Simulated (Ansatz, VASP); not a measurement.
# One calculation of F, two programs

INCAR

```
ALGO     = Normal         # electronic algorithm
EDIFF    = 1E-6           # SCF threshold, eV
ENCUT    = 600            # plane-wave cutoff, eV
GGA_COMPAT= False        
ISIF     = 2              # what is computed and relaxed
ISMEAR   = -1             # smearing method
LASPH    = True           # aspherical terms in the spheres
LCHARG   = False          # write CHGCAR
LREAL    = False          # projectors in reciprocal space
LWAVE    = False          # write WAVECAR
NBANDS   = 10             # bands
NELM     = 120            # most SCF steps
PREC     = Accurate       # precision mode
SIGMA    = 0.05           # smearing width, eV
```

File KPOINTS:

```
k-points
0
Gamma
  19 19 19
```

POSCAR

```
F
1.0
    0.0000000000      1.4933218148      1.4933218148
    1.4933218148      0.0000000000      1.4933218148
    1.4933218148      1.4933218148      0.0000000000
F
1
Direct
    0.0000000000      0.0000000000      0.0000000000
```

Input for Ansatz:

```yaml
crystal:
  lattice:
    - [0.0, 1.4933218148, 1.4933218148]
    - [1.4933218148, 0.0, 1.4933218148]
    - [1.4933218148, 1.4933218148, 0.0]
  atoms:
    - { symbol: F, position: [0.0, 0.0, 0.0] }
kpoints:
  mp_grid: { grid: [19, 19, 19] }
scf:
  occupations: { method: fermi_dirac, width: 0.05 }
hamiltonian:
  xc: lda
  pseudopotentials: { kind: paw }
output:
  forces: true
  stress: true
  eigenvalues: true
```

Change from the starting cell: volume scaled by 0.793, to set the pressure.

Alike in both runs: task single point; functional LDA; k mesh 19 × 19 × 19; occupations fermi-dirac, width 0.05 eV; no spin polarisation.

```csv
,VASP,Ansatz
version,VASP 6.6.1,Ansatz 0.2.0
potentials or method,"VASP PAW LDA potentials, release 64 (F)","PAW with Ansatz's default frozen-core files, scalar-relativistic"
plane-wave cutoff (eV),600,420
valence electrons in the cell,7,7
```

VASP gave:

```
pressure (GPa) : 42.1
```

Question: Estimate Ansatz's values.

Answer: Pressure (GPa): 42.7.

LDA's correlation is that of Perdew and Zunger in VASP and of Perdew and Wang (1992) in Ansatz. Both programs put the cell under a high pressure, so it lies far from rest at this level.
